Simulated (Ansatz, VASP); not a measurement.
**Cd3C: VASP beside Ansatz**

```
Cd C
1.0
     3.27023    0.00000    0.00000
     0.00000    6.03965    0.00000
     0.00000    0.00000    7.76188
Cd C
6 2
Direct
  0.00000 0.24360 0.17588
  0.00000 0.75640 0.17588
  0.50000 0.74360 0.82412
  0.50000 0.25640 0.82412
  0.50000 0.00000 0.47111
  0.00000 0.50000 0.52889
  0.00000 0.00000 0.91501
  0.50000 0.50000 0.08499
```

Alike in both runs: functional PBE; k mesh 4 × 4 × 4; occupations gaussian, width 0.1 eV; no spin polarisation.

Ansatz relaxed the structure, and its values are those at the end. VASP's run is a single point on that final structure, the one shown.

|  | VASP | Ansatz |
| --- | --- | --- |
| version | VASP 6.6.1 | Ansatz 0.2.0 |
| potentials or method | VASP PAW PBE potentials, release 64 (Cd, C), cutoff 520 eV | scalar-relativistic, plane waves, PAW |
| valence electrons in the cell | 80 | 128 |

|  | VASP | Ansatz | Ansatz less VASP |
| --- | --- | --- | --- |
| gap on the k mesh at the Fermi level (eV) | none | none | - |
| pressure (GPa) | 0.4 | -0.2 | -0.58 |
| rms of the force components (eV/Å) | 0.012 | 0.016 | +0.0043 |

A gap of «none» marks a metal or a gap that the smearing closes. VASP's potentials hold 80 valence electrons a cell and Ansatz's 128, so a difference there can come from the potentials and not from the codes.

The k mesh is coarse, so the values compare programs but aren't converged.
